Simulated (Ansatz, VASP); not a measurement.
**Two plane-wave programs on Ge3Te2Pt**

```
Ge Te Pt
1.0
     3.66326    0.00000    0.00000
     0.00000    3.66326    0.00000
     0.00000    0.00000   12.24557
Ge Te Pt
3 2 1
Direct
  0.00000 0.00000 0.00000
  0.00000 0.00000 0.71455
  0.00000 0.00000 0.28545
  0.50000 0.50000 0.84736
  0.50000 0.50000 0.15264
  0.50000 0.50000 0.50000
```

Change from the starting cell: species swapped into the MgSc3Ru2 type (P4/mmm, No. 123).

Alike in both runs: task single point; functional PBE; k mesh 6 × 6 × 2; occupations gaussian, width 0.1 eV; no spin polarisation.

```csv
,VASP,Ansatz
version,VASP 6.6.1,Ansatz 0.2.0
potentials or method,"VASP PAW PBE potentials, release 64 (Ge_d, Te, Pt), cutoff 520 eV","scalar-relativistic, plane waves, PAW"
valence electrons in the cell,64,92
```

```tsv
	VASP	Ansatz	Ansatz less VASP
gap on the k mesh at the Fermi level (eV)	none	none	-
pressure (GPa)	-4.7	-4.6	+0.06
traceless stress, the component that is largest in VASP (GPa)	-1.03	-1.04	-0.006
rms of the force components (eV/Å)	0.332	0.331	-0.0005
```

Atom by atom the forces differ by 0.001 eV/Å (rms over components). A gap of «none» marks a metal or a gap that the smearing closes. The functional is the same, so the differences come from potentials, cutoffs and numerics. VASP's potentials hold 64 valence electrons a cell and Ansatz's 92, so a difference there can come from the potentials and not from the codes.

Spin-orbit coupling is off throughout.
